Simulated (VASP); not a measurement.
# Si (Fd-3m) in VASP: a series of runs

Runs on Si. Level: PBE. Tasks: density of states, vibrations by perturbation theory, elastic constants.

All numbers are computed with VASP 6.6.1; they aren't measurements. Logs are shortened: lines on timing, memory, paths and dates and some standing lists are left out, and cuts for length are marked.

## 1. The cell of the first run

It takes space group Fd-3m (No. 227, cubic). Conventional cell: a = 5.470 Å, b = 5.470 Å, c = 5.470 Å, α = 90.00°, β = 90.00°, γ = 90.00°. Si (site symmetry -43m) has 4 Si at 2.37 Å within 3.1 Å.

## 2. Density of states, PBE

File POSCAR:

```
Si
1.0
    0.0000000000      2.7347775075      2.7347775075
    2.7347775075      0.0000000000      2.7347775075
    2.7347775075      2.7347775075      0.0000000000
Si
2
Direct
    0.2500000000      0.2500000000      0.2500000000
    0.0000000000      0.0000000000      0.0000000000
```

File INCAR.step1:

```
PREC = Accurate
ENCUT = 520
EDIFF = 1E-6
ISMEAR = 0
SIGMA = 0.02
LREAL = F
LASPH = T
NELM = 80
ALGO = Normal
ISIF = 2
LWAVE = F
LCHARG = T
GGA = PE
NBANDS = 11
```

File KPOINTS.step1:

```
regular mesh
0
Gamma
  8 8 8
```

File INCAR.step2:

```
PREC = Accurate
ENCUT = 520
EDIFF = 1E-6
ISMEAR = -5
SIGMA = 0.02
LREAL = F
LASPH = T
NELM = 80
ALGO = Normal
ISIF = 2
LWAVE = F
LCHARG = F
GGA = PE
LORBIT = 11
NEDOS = 2001
ICHARG = 11
```

File KPOINTS.step2:

```
regular mesh
0
Gamma
  12 12 12
```

Potentials or basis: VASP PAW PBE potentials, release 64 (Si).

Started as:

```
cat potpaw_PBE.64/Si/POTCAR > POTCAR
cp INCAR.step1 INCAR
cp KPOINTS.step1 KPOINTS
mpirun -np 1 vasp_std > vasp.out
cp INCAR.step2 INCAR
cp KPOINTS.step2 KPOINTS
mpirun -np 1 vasp_std > vasp.out
```

OUTCAR:

```text
PREC = Accurate
   ENCUT = 520
   EDIFF = 1E-6
   ISMEAR = -5
   LREAL = F
   LASPH = T
   NELM = 80
   ISIF = 2
   GGA = PE
   LORBIT = 11
   ICHARG = 11

 ion  position               nearest neighbor table
   1  0.250  0.250  0.250-   2 2.37   2 2.37   2 2.37   2 2.37
   2  0.000  0.000  0.000-   1 2.37   1 2.37   1 2.37   1 2.37

  LATTYP: Found a face centered cubic cell.
 ALAT       =     5.4695550150

  Lattice vectors:

 A1 = (   0.0000000000,   2.7347775075,   2.7347775075)
 A2 = (   2.7347775075,   0.0000000000,   2.7347775075)
 A3 = (   2.7347775075,   2.7347775075,   0.0000000000)

Analysis of symmetry for initial positions (statically):
=====================================================================
 Subroutine PRICEL returns:
 Original cell was already a primitive cell.

 Routine SETGRP: Setting up the symmetry group for a
 face centered cubic supercell.

 Subroutine GETGRP returns: Found 48 space group operations
 (whereof 24 operations were pure point group operations)
 out of a pool of 48 trial point group operations.

The static configuration has the point symmetry T_d .
 The point group associated with its full space group is O_h .

Analysis of symmetry for dynamics (positions and initial velocities):
=====================================================================
 Subroutine PRICEL returns:
 Original cell was already a primitive cell.

 Routine SETGRP: Setting up the symmetry group for a
 face centered cubic supercell.

 Subroutine GETGRP returns: Found 48 space group operations
 (whereof 24 operations were pure point group operations)
 out of a pool of 48 trial point group operations.

The dynamic configuration has the point symmetry T_d .
 The point group associated with its full space group is O_h .

 Subroutine INISYM returns: Found 48 space group operations
 (whereof 24 operations are pure point group operations),
 and found     1 'primitive' translations

----------------------------------------------------------------------------------------

                                     Primitive cell

  volume of cell :      40.9068

  direct lattice vectors                    reciprocal lattice vectors
     0.000000000  2.734777508  2.734777508    -0.182830230  0.182830230  0.182830230
     2.734777508  0.000000000  2.734777508     0.182830230 -0.182830230  0.182830230
     2.734777508  2.734777508  0.000000000     0.182830230  0.182830230 -0.182830230

  length of vectors
     3.867559441  3.867559441  3.867559441     0.316671247  0.316671247  0.316671247

  position of ions in fractional coordinates (direct lattice)
     0.250000000  0.250000000  0.250000000
     0.000000000  0.000000000  0.000000000

  ion indices of the primitive-cell ions
   primitive index   ion index
                 1           1
                 2           2

----------------------------------------------------------------------------------------

 KPOINTS: regular mesh

Automatic generation of k-mesh.
 Grid dimensions read from file:
 generate k-points for:   12   12   12

 Generating k-lattice:

  Cartesian coordinates                     Fractional coordinates (reciprocal lattice)
    -0.015235852  0.015235852  0.015235852     0.083333333  0.000000000  0.000000000
     0.015235852 -0.015235852  0.015235852     0.000000000  0.083333333  0.000000000
     0.015235852  0.015235852 -0.015235852     0.000000000  0.000000000  0.083333333

  Length of vectors
     0.026389271  0.026389271  0.026389271

  Shift w.r.t. Gamma in fractional coordinates (k-lattice)
     0.000000000  0.000000000  0.000000000

 TETIRR: Found    247 inequivalent tetrahedra from    10368

 Subroutine IBZKPT returns following result:
 ===========================================

 Found     72 irreducible k-points:

 Following reciprocal coordinates:
            Coordinates               Weight
  0.000000  0.000000  0.000000      1.000000
  0.083333  0.000000  0.000000      8.000000
  0.166667  0.000000  0.000000      8.000000
  0.250000  0.000000  0.000000      8.000000
  0.333333  0.000000  0.000000      8.000000
  0.416667  0.000000  0.000000      8.000000
[... 16 lines left out ...]
  0.500000  0.166667  0.000000     24.000000
 -0.416667  0.166667  0.000000     24.000000
 [... further k-points ...]
   k-points           NKPTS =     72   k-points in BZ     NKDIM =     72   number of bands    NBANDS=      8
   number of dos      NEDOS =   2001   number of ions     NIONS =      2
   total plane-waves  NPLWV =  27000
   dimension x,y,z NGX =    30 NGY =   30 NGZ =   30
   dimension x,y,z NGXF=    60 NGYF=   60 NGZF=   60
   ions per type =               2
   NGX,Y,Z   is equivalent  to a cutoff of  12.90, 12.90, 12.90 a.u.
   NGXF,Y,Z  is equivalent  to a cutoff of  25.79, 25.79, 25.79 a.u.
 SYSTEM =  unknown system
   PREC   = accura    normal or accurate (medium, high low for compatibility)
   ISTART =      0    job   : 0-new  1-cont  2-samecut
   ICHARG =     11    charge: 1-file 2-atom 10-const
   ISPIN  =      1    spin polarized calculation?
   LNONCOLLINEAR =      F non collinear calculations
   LSORBIT =      F    spin-orbit coupling
   LASPH  =      T    aspherical Exc in radial PAW
   ENCUT  =  520.0 eV  38.22 Ry    6.18 a.u.   7.19  7.19  7.19*2*pi/ulx,y,z
   NELM   =     80;   NELMIN=  2; NELMDL=  0     # of ELM steps
   EDIFF  = 0.1E-05   stopping-criterion for ELM
   LREAL  =      F    real-space projection
   EDIFFG = 0.1E-04   stopping-criterion for IOM
   NSW    =      0    number of steps for IOM
   IBRION =     -1    ionic relax: 0-MD 1-quasi-New 2-CG
   NFREE  =      0    steps in history (QN), initial steepest desc. (CG)
   ISIF   =      2    stress and relaxation
   ISYM   =      2    0-nonsym 1-usesym 2-fastsym
   POTIM  = 0.5000    time-step for ionic-motion
   TEBEG  =    0.0;   TEEND  =   0.0 temperature during run
   PSTRESS=    0.0 pullay stress
   NELECT =       8.0000    total number of electrons
   NUPDOWN=      -1.0000    fix difference up-down
   EMIN   =  10.00;   EMAX   =-10.00  energy-range for DOS
   EFERMI =   0.00;   METHOD = LEGACY
   ISMEAR =    -5;   SIGMA  =   0.02  broadening in eV -4-tet -1-fermi 0-gaus
   EFERMI_NEDOS =   21; number of points for ismear=-14 and -15
   IALGO  =     38    algorithm
   IMIX   =      4    mixing-type and parameters
     AMIX     =   0.40;   BMIX     =  1.00
     AMIX_MAG =   1.60;   BMIX_MAG =  1.00
  volume/ion in A,a.u.               =      20.45       138.03
  Fermi-wavevector in a.u.,A,eV,Ry     =   0.950254  1.795719 12.285813  0.902982
  Thomas-Fermi vector in A             =   2.078613
   LORBIT       =     11    0 simple, 1 ext, 2 COOP (PROOUT), +10 PAW based schemes
   GGA     = PE    functional components
   LHFCALC =     F    Hartree Fock is set to
   AEXX    =    0.0000 exact exchange contribution
   IVDW    =     0    specifies the selected vdW correction
   LEPSILON=     F    determine dielectric tensor
   LRPA    =     F    only Hartree local field effects (RPA)
 non-spin polarized calculation
 Fermi weights with tetrahedron method with Bloechl corrections
  energy-cutoff  :      520.00
  volume of cell :       40.91
 maximum number of plane-waves:      1124
 NGX is ok and might be reduce to    30

 number of electron       8.0000001 magnetization

 Free energy of the ion-electron system (eV)
  ---------------------------------------------------
  ext. energy  EPLUGINS =         0.00000000
  ---------------------------------------------------
  free energy    TOTEN  =       -10.84978145 eV

  energy without entropy =      -10.84978145  energy(sigma->0) =      -10.84978145

 E-fermi :   5.6183     XC(G=0):  -9.3246

 val. band max:        5.6130502350   @ k =   0.0000   0.0000   0.0000
 cond. band min:       6.2235272609   @ k =   0.4167   0.4167   0.0000
 fundamental gap:      0.6104770259
 Fermi energy:         5.6182770916

 k-point     1 :       0.0000    0.0000    0.0000
  band No.  band energies     occupation
      1      -6.1988      2.00000
      2       5.6131      2.00000
      3       5.6131      2.00000
      4       5.6131      2.00000
      5       8.1692      0.00000
      6       8.1692      0.00000
      7       8.1692      0.00000
      8       8.7419      0.00000

 k-point     2 :       0.0833    0.0000    0.0000
  band No.  band energies     occupation
      1      -6.1095      2.00000
      2       4.7553      2.00000
      3       5.4728      2.00000
      4       5.4728      2.00000
      5       8.1759      0.00000
      6       8.3757      0.00000
      7       8.3757      0.00000
      8       9.4455      0.00000

 k-point     3 :       0.1667    0.0000    0.0000
  band No.  band energies     occupation
      1      -5.8443      2.00000
      2       3.2501      2.00000
      3       5.1724      2.00000
      4       5.1724      2.00000
      5       7.8971      0.00000
      6       8.8044      0.00000
      7       8.8044      0.00000
      8      10.8878      0.00000

 k-point     4 :       0.2500    0.0000    0.0000
  band No.  band energies     occupation
      1      -5.4142      2.00000
      2       1.7275      2.00000
      3       4.8682      2.00000
      4       4.8682      2.00000
      5       7.5707      0.00000
      6       9.1023      0.00000
      7       9.1023      0.00000
      8      12.3631      0.00000

 k-point     5 :       0.3333    0.0000    0.0000
  band No.  band energies     occupation
      1      -4.8493      2.00000
      2       0.3447      2.00000
      3       4.6308      2.00000
      4       4.6308      2.00000
      5       7.3039      0.00000
      6       9.1158      0.00000
      7       9.1158      0.00000
      8      13.3954      0.00000
[... 177 lines left out ...]
 k-point    22 :       0.4167    0.1667    0.0000
  band No.  band energies     occupation
      1      -4.3293      2.00000
      2       0.0022      2.00000
      3       3.2205      2.00000
      4       3.8215      2.00000
      5       7.6252      0.00000
      6       9.8034      0.00000
      7      10.4791      0.00000
      8      10.6358      0.00000

 k-point    23 :       0.5000    0.1667    0.0000
  band No.  band energies     occupation
      1      -3.7615      2.00000
      2      -0.9093      2.00000
      3       2.8825      2.00000
      4       3.8730      2.00000
      5       7.6523      0.00000
      6       9.6731      0.00000
      7      10.2167      0.00000
      8      11.9763      0.00000

 k-point    24 :      -0.4167    0.1667    0.0000
  band No.  band energies     occupation
      1      -3.6511      2.00000
      2      -1.0642      2.00000
      3       2.6743      2.00000
      4       4.0523      2.00000
      5       7.7875      0.00000
      6       9.6330      0.00000
      7       9.9947      0.00000
      8      13.5082      0.00000

 [... further k-points ...]
[... 5 lines left out ...]
  --------------------------------------------------------------------------------------
  -------------------------------------------------------------------------------------
  Total       -0.0192309     -0.0192309     -0.0192309      0.0000000      0.0000000      0.0000000
  in kB       -0.7532071     -0.7532071     -0.7532071      0.0000000      0.0000000      0.0000000
  external PRESSURE =      -0.7532071 kB  Pullay stress =       0.0000000 kB

 VOLUME and BASIS-vectors are now :
 -----------------------------------------------------------------------------
  energy-cutoff  :      520.00
  volume of cell :       40.91
      direct lattice vectors                 reciprocal lattice vectors
     0.000000000  2.734777508  2.734777508    -0.182830230  0.182830230  0.182830230
     2.734777508  0.000000000  2.734777508     0.182830230 -0.182830230  0.182830230
     2.734777508  2.734777508  0.000000000     0.182830230  0.182830230 -0.182830230

 POSITION                                       TOTAL-FORCE (eV/Angst)
 -----------------------------------------------------------------------------------
      1.36739      1.36739      1.36739        -0.000000     -0.000000     -0.000000
      0.00000      0.00000      0.00000         0.000000      0.000000      0.000000
 -----------------------------------------------------------------------------------
    total drift:                               -0.000000     -0.000000     -0.000000

  FREE ENERGIE OF THE ION-ELECTRON SYSTEM (eV)
  ---------------------------------------------------
  free  energy   TOTEN  =       -10.8497814546 eV

  energy  without entropy=      -10.8497814546  energy(sigma->0) =      -10.84978145

 total charge

# of ion       s       p       d       tot
------------------------------------------
    1        0.751   0.927   0.000   1.678
    2        0.751   0.927   0.000   1.678
--------------------------------------------------
tot          1.502   1.855   0.000   3.357
```

It took 16 s on 1 thread of Intel Xeon Platinum 8559C (Emerald Rapids), shared host; peak memory 0.15 GiB.

What came out:

```
Valence electrons inside the program's atomic spheres : Si 1.68
```

Levels at points of the mesh, in eV from the valence-band top:
```
           k point  band 1  band 2  band 3  band 4  band 5  band 6  band 7  band 8
(0.00, 0.00, 0.00)  -11.81    0.00    0.00    0.00    2.56    2.56    2.56    3.13
(0.50, 0.00, 0.00)   -9.53   -6.87   -1.18   -1.18    1.46    3.35    3.35    7.70
(0.50, 0.50, 0.00)   -7.75   -7.75   -2.79   -2.79    0.75    0.75    9.93    9.93
```

[end of part 1 of 2]
